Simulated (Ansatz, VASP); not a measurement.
Nb2H3: VASP beside Ansatz

```
Nb H
1.0
     3.06879    0.00000    0.00000
    -1.53440    2.65765    0.00000
     0.00000    0.00000    5.36471
Nb H
2 3
Cartesian
  0.0000 1.7718 1.2584
  1.5344 0.8859 4.1064
  0.0000 0.0000 0.0000
  0.0000 1.7718 3.2675
  1.5344 0.8859 2.0972
```

Alike in both runs: functional r2SCAN; k mesh 12 × 12 × 8; occupations gaussian, width 0.1 eV; no spin polarisation.

Ansatz relaxed the structure, and its values are those at the end. VASP's run is a single point on that final structure, the one shown.

|  | VASP | Ansatz |
| --- | --- | --- |
| version | VASP 6.6.1 | Ansatz 0.2.0 |
| potentials or method | VASP PAW PBE potentials, release 64 (Nb_sv, H), cutoff 520 eV | scalar-relativistic, plane waves, PAW |
| valence electrons in the cell | 29 | 29 |

Ansatz gave:

- gap on the k mesh at the Fermi level (eV): none
- pressure (GPa): 0.0

Q: Estimate VASP's values.

A: gap on the k mesh at the Fermi level (eV): none; pressure (GPa): -0.3.

VASP's potentials were made for PBE, not for r2SCAN. A gap of «none» marks a metal or a gap that the smearing closes.
